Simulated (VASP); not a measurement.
# Hf (Im-3m) in VASP: further runs, part 2 of 2

VASP 6.6.1.

### Step 4. Single point, PBE

This run uses another cell than the first one, of 24.93 Å³/atom, 1.039 times its volume.

File INCAR:

```
SYSTEM = Hf
PREC = Accurate
ENCUT = 500
EDIFF = 1E-6
ISMEAR = 1
SIGMA = 0.1
LREAL = .False.
LASPH = .True.
NELM = 120
ALGO = Normal
ISIF = 2
LWAVE = .False.
LCHARG = .False.
GGA = PE
NBANDS = 11
GGA_COMPAT = .False.
```

File KPOINTS:

```
regular mesh
0
Gamma
  11 11 11
  0 0 0
```

File POSCAR:

```
Hf
1.0
   -1.8404011445      1.8404011445      1.8404011445
    1.8404011445     -1.8404011445      1.8404011445
    1.8404011445      1.8404011445     -1.8404011445
Hf
1
Direct
    0.0000000000      0.0000000000      0.0000000000
```

Potentials or basis: VASP PAW PBE potentials, release 64 (Hf_pv).

Run with:

```sh
$ cat potpaw_PBE.64/Hf_pv/POTCAR > POTCAR
$ mpirun -np 1 vasp_std > vasp.out
```

OUTCAR:

```text
SYSTEM = Hf
   PREC = Accurate
   ENCUT = 500
   EDIFF = 1E-6
   ISMEAR = 1
   LREAL = .False.
   LASPH = .True.
   NELM = 120
   ISIF = 2
   GGA = PE

 ion  position               nearest neighbor table
   1  0.000  0.000  0.000-

  LATTYP: Found a body centered cubic cell.
 ALAT       =     3.6808022890

  Lattice vectors:

 A1 = (  -1.8404011445,   1.8404011445,   1.8404011445)
 A2 = (   1.8404011445,  -1.8404011445,   1.8404011445)
 A3 = (   1.8404011445,   1.8404011445,  -1.8404011445)

Analysis of symmetry for initial positions (statically):
=====================================================================
 Subroutine PRICEL returns:
 Original cell was already a primitive cell.

 Routine SETGRP: Setting up the symmetry group for a
 body centered cubic supercell.

 Subroutine GETGRP returns: Found 48 space group operations
 (whereof 48 operations were pure point group operations)
 out of a pool of 48 trial point group operations.

The static configuration has the point symmetry O_h .

Analysis of symmetry for dynamics (positions and initial velocities):
=====================================================================
 Subroutine PRICEL returns:
 Original cell was already a primitive cell.

 Routine SETGRP: Setting up the symmetry group for a
 body centered cubic supercell.

 Subroutine GETGRP returns: Found 48 space group operations
 (whereof 48 operations were pure point group operations)
 out of a pool of 48 trial point group operations.

The dynamic configuration has the point symmetry O_h .

 Subroutine INISYM returns: Found 48 space group operations
 (whereof 48 operations are pure point group operations),
 and found     1 'primitive' translations

----------------------------------------------------------------------------------------

                                     Primitive cell

  volume of cell :      24.9343

[... 111 lines left out ...]
   GGA     = PE    functional components
   LHFCALC =     F    Hartree Fock is set to
   AEXX    =    0.0000 exact exchange contribution
   IVDW    =     0    specifies the selected vdW correction
   LEPSILON=     F    determine dielectric tensor
   LRPA    =     F    only Hartree local field effects (RPA)
 non-spin polarized calculation
 Methfessel and Paxton  Order N= 1 SIGMA  =   0.10
  energy-cutoff  :      500.00
  volume of cell :       24.93
 maximum number of plane-waves:       650
   NGX = 11   NGY = 11   NGZ = 11

 number of electron      10.0000000 magnetization

 number of electron       9.9999999 magnetization

 Free energy of the ion-electron system (eV)
  ---------------------------------------------------
  ext. energy  EPLUGINS =         0.00000000
  ---------------------------------------------------
  free energy    TOTEN  =        -9.64708091 eV

  energy without entropy =       -9.64456121  energy(sigma->0) =       -9.64624101

 E-fermi :   3.8844     XC(G=0): -10.8028

 val. band max:        3.8550132384   @ k =   0.1818   0.1818   0.0000
 cond. band min:       3.9129910552   @ k =   0.2727   0.0909   0.0000
 fundamental gap:      0.0579778168
 Fermi energy:         3.8843999406

 k-point     1 :       0.0000    0.0000    0.0000
  band No.  band energies     occupation
      1     -26.3915      2.00000
      2     -26.3915      2.00000
      3     -26.3915      2.00000
      4      -2.8055      2.00000
      5       5.3007     -0.00000
      6       5.3007     -0.00000
      7       5.3007     -0.00000
      8       7.7774      0.00000
      9       7.7774      0.00000
     10      16.6471      0.00000
     11      16.6471      0.00000
[... 309 lines left out ...]
 k-point    24 :       0.3636    0.1818    0.0909
  band No.  band energies     occupation
      1     -26.8523      2.00000
      2     -26.6459      2.00000
      3     -26.4801      2.00000
      4       2.0004      2.00000
      5       3.2836      2.00000
      6       3.8333      1.75217
      7       8.0052      0.00000
      8       8.5044      0.00000
      9      10.4281      0.00000
     10      12.0544      0.00000
     11      14.6699      0.00000

 [... further k-points ...]

------------------------ aborting loop because EDIFF is reached ----------------------------------------

  FORCE on cell =-STRESS in cart. coord.  units (eV):
  Direction    XX          YY          ZZ          XY          YZ          ZX
  --------------------------------------------------------------------------------------
  -------------------------------------------------------------------------------------
  Total       -1.5069263     -1.5069263     -1.5069263      0.0000000      0.0000000      0.0000000
  in kB      -96.8289242    -96.8289242    -96.8289242      0.0000000      0.0000000      0.0000000
  external PRESSURE =     -96.8289242 kB  Pullay stress =       0.0000000 kB

 VOLUME and BASIS-vectors are now :
 -----------------------------------------------------------------------------
  energy-cutoff  :      500.00
  volume of cell :       24.93
      direct lattice vectors                 reciprocal lattice vectors
    -1.840401144  1.840401144  1.840401144     0.000000000  0.271679901  0.271679901
     1.840401144 -1.840401144  1.840401144     0.271679901  0.000000000  0.271679901
     1.840401144  1.840401144 -1.840401144     0.271679901  0.271679901  0.000000000

 POSITION                                       TOTAL-FORCE (eV/Angst)
 -----------------------------------------------------------------------------------
      0.00000      0.00000      0.00000         0.000000      0.000000      0.000000
 -----------------------------------------------------------------------------------
    total drift:                                0.000000      0.000000      0.000000

  FREE ENERGIE OF THE ION-ELECTRON SYSTEM (eV)
  ---------------------------------------------------
  free  energy   TOTEN  =        -9.6470809057 eV

  energy  without entropy=       -9.6445612093  energy(sigma->0) =       -9.64624101
```

OSZICAR:

```text
N       E                     dE             d eps       ncg     rms          rms(c)
DAV:   1     0.119055859206E+02    0.11906E+02   -0.54891E+03  1232   0.794E+02
DAV:   2    -0.960540071353E+01   -0.21511E+02   -0.20860E+02  1543   0.149E+02
DAV:   3    -0.100728042993E+02   -0.46740E+00   -0.46386E+00  1536   0.150E+01
DAV:   4    -0.100751144888E+02   -0.23102E-02   -0.23099E-02  1400   0.128E+00
DAV:   5    -0.100751297382E+02   -0.15249E-04   -0.15249E-04  1582   0.927E-02    0.432E+01
DAV:   6    -0.975026897559E+01    0.32486E+00   -0.29561E-01  1334   0.385E+00    0.246E+01
DAV:   7    -0.965131578703E+01    0.98953E-01   -0.34806E-01  1385   0.417E+00    0.102E+00
DAV:   8    -0.964712621391E+01    0.41896E-02   -0.26288E-02  1355   0.114E+00    0.394E-01
DAV:   9    -0.964707667647E+01    0.49537E-04   -0.46852E-04  1498   0.185E-01    0.600E-02
DAV:  10    -0.964708108158E+01   -0.44051E-05   -0.39068E-05  1449   0.471E-02    0.444E-02
DAV:  11    -0.964708090566E+01    0.17591E-06   -0.48844E-06  1471   0.162E-02
   1 F= -.96470809E+01 E0= -.96462410E+01  d E =-.251970E-02
```

Run time: 15 s. Hardware: 1 thread of Intel Xeon 8259CL, shared host; peak memory 0.14 GiB.

What came out:

```yaml
Free_energy: -9.6471 eV
Pressure: -9.7 GPa
Band_gap_on_the_k_mesh: zero (band 5 reaches 5.30 eV, above the bottom of band 6 at 3.12 eV)
```

Levels at points of the mesh, in eV from the Fermi level:
| k point | band 3 | band 4 | band 5 | band 6 | band 7 | band 8 |
| --- | --- | --- | --- | --- | --- | --- |
| (0.00, 0.00, 0.00) | -30.28 | -6.69 | 1.42 | 1.42 | 1.42 | 3.89 |

Caveat: spin-orbit coupling is left out, which moves the levels of the heavy elements.

### Step 5. Summary

```tsv
cell	gap on the mesh (eV)	pressure (GPa)
a = 3.147 Å, angles 109.5°, 1 atom	none	-7.1
a = 3.167 Å, angles 109.5°, 1 atom	none	-8.4
a = 3.188 Å, angles 109.5°, 1 atom	none	-9.7
```

Alike in all rows: task single point; level PBE; potentials or basis VASP PAW PBE potentials, release 64 (Hf_pv); no spin polarisation; k mesh 11 × 11 × 11; cutoff (eV) 500; smearing methfessel-paxton 0.1 eV.

Caveats: spin-orbit coupling is left out, which moves the levels of the heavy elements.

Absolute energies hang on the potentials; compare differences alone.
